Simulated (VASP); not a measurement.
Set up this calculation in VASP 6.6.1, as the native input.

```yaml
Task: single point
Functional: r2SCAN
Potentials_or_basis: VASP PAW PBE potentials, release 64 (Li_sv, F)
Cutoff: 520 eV
k_mesh: 10 × 10 × 10
Occupations: fermi-dirac, width 0.005 eV
Spin: no spin polarisation
Dipole_correction: no
Further_INCAR_settings: ALGO = Normal; EDIFF = 1e-07; NBANDS = 12
```

Crystal: LiF.

```
Li F
1.0
     0.00000    1.99490    1.99490
     1.99490    0.00000    1.99490
     1.99490    1.99490    0.00000
Li F
1 1
Cartesian
  0.0000 0.0000 0.0000
  1.9949 1.9949 1.9949
```

One way to write it, as run:

POSCAR

```
LiF
1.0
    0.0000000000      1.9948985812      1.9948985812
    1.9948985812      0.0000000000      1.9948985812
    1.9948985812      1.9948985812      0.0000000000
Li F
1 1
Direct
    0.0000000000      0.0000000000      0.0000000000
    0.5000000000      0.5000000000      0.5000000000
```

INCAR.step1

```
SYSTEM = LiF
ALGO     = Normal         ! electronic algorithm
EDIFF    = 1E-4           ! SCF threshold, eV
ENCUT    = 520            ! plane-wave cutoff, eV
GGA      = PE             ! functional
ISMEAR   = -1             ! smearing method
LASPH    = .TRUE.         ! aspherical terms in the spheres
LCHARG   = .FALSE.        ! write CHGCAR
LREAL    = .FALSE.        ! projectors in reciprocal space
LWAVE    = .TRUE.         ! write WAVECAR
NBANDS   = 12             ! bands
NELM     = 100            ! most SCF steps
PREC     = Accurate       ! precision mode
SIGMA    = 0.005          ! smearing width, eV
```

INCAR.step2

```
SYSTEM = LiF
ALGO     = Normal         ! electronic algorithm
EDIFF    = 1E-7           ! SCF threshold, eV
ENCUT    = 520            ! plane-wave cutoff, eV
ISIF     = 2              ! what is computed and relaxed
ISMEAR   = -1             ! smearing method
ISTART   = 1            
LASPH    = .TRUE.         ! aspherical terms in the spheres
LCHARG   = .FALSE.        ! write CHGCAR
LMIXTAU  = .TRUE.       
LREAL    = .FALSE.        ! projectors in reciprocal space
LWAVE    = .FALSE.        ! write WAVECAR
METAGGA  = R2SCAN         ! meta-GGA
NBANDS   = 12             ! bands
NELM     = 100            ! most SCF steps
PREC     = Accurate       ! precision mode
SIGMA    = 0.005          ! smearing width, eV
```

KPOINTS

```
k-points
0
G
  10 10 10
  0 0 0
```

Potentials or basis: VASP PAW PBE potentials, release 64 (Li_sv, F).

Command:

```sh
$ cat potpaw_PBE.64/Li_sv/POTCAR potpaw_PBE.64/F/POTCAR > POTCAR
$ cp INCAR.step1 INCAR
$ mpirun -np 1 vasp_std > vasp.out
$ cp INCAR.step2 INCAR
$ mpirun -np 1 vasp_std > vasp.out
```

It gave:

```json
{"Band gap on the k mesh": "10.55 eV"}
```

It took 16 s on 1 thread of Intel(R) Xeon(R) 6975P-C (Granite Rapids), on a shared host, peak memory 0.13 GiB.
